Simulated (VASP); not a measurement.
Crystal: ScPt.

```xyz
2
Lattice="3.2700 0.0000 0.0000 0.0000 3.2700 0.0000 0.0000 0.0000 3.2700" Properties=species:S:1:pos:R:3 pbc="T T T"
Sc    1.6350    1.6350    1.6350
Pt    0.0000    0.0000    0.0000
```

| Item | Value |
| --- | --- |
| Program | VASP 6.6.1 |
| Task | relaxation of cell and atoms |
| Functional | LDA |
| Potentials or basis | VASP PAW LDA potentials, release 64 (Sc_sv, Pt) |
| Cutoff | 600 eV |
| k mesh | 7 × 7 × 7 |
| Occupations | methfessel-paxton, width 0.05 eV |
| Spin | no spin polarisation |

At the start: pressure -4.2 GPa; volume 17.48 Å³/atom.

Q: How do energy, volume and symmetry change on relaxing?

A: Over 3 steps the energy falls by 6.3 meV/atom and the volume is 17.01 Å³/atom (-2.7 %); space group Pm-3m (No. 221, to 0.05 Å).

Step by step:
| step | energy change (eV) | largest force (eV/Å) | pressure (GPa) | volume (Å³) |
| --- | --- | --- | --- | --- |
| 1 | 0.0000 | 0.0000 | -4.19 | 34.97 |
| 2 | 0.0137 | 0.0000 | 6.60 | 32.70 |
| 3 | -0.0126 | 0.0000 | -0.04 | 34.03 |

Final structure:
```cif
data_structure
_symmetry_space_group_name_H-M 'P 1'
_symmetry_Int_Tables_number 1
_cell_length_a 3.2404
_cell_length_b 3.2404
_cell_length_c 3.2404
_cell_angle_alpha 90.000
_cell_angle_beta 90.000
_cell_angle_gamma 90.000
_cell_volume 34.03
loop_
_atom_site_label
_atom_site_type_symbol
_atom_site_fract_x
_atom_site_fract_y
_atom_site_fract_z
_atom_site_occupancy
Sc1 Sc 0.50000 0.50000 0.50000 1
Pt1 Pt 0.00000 0.00000 0.00000 1
```
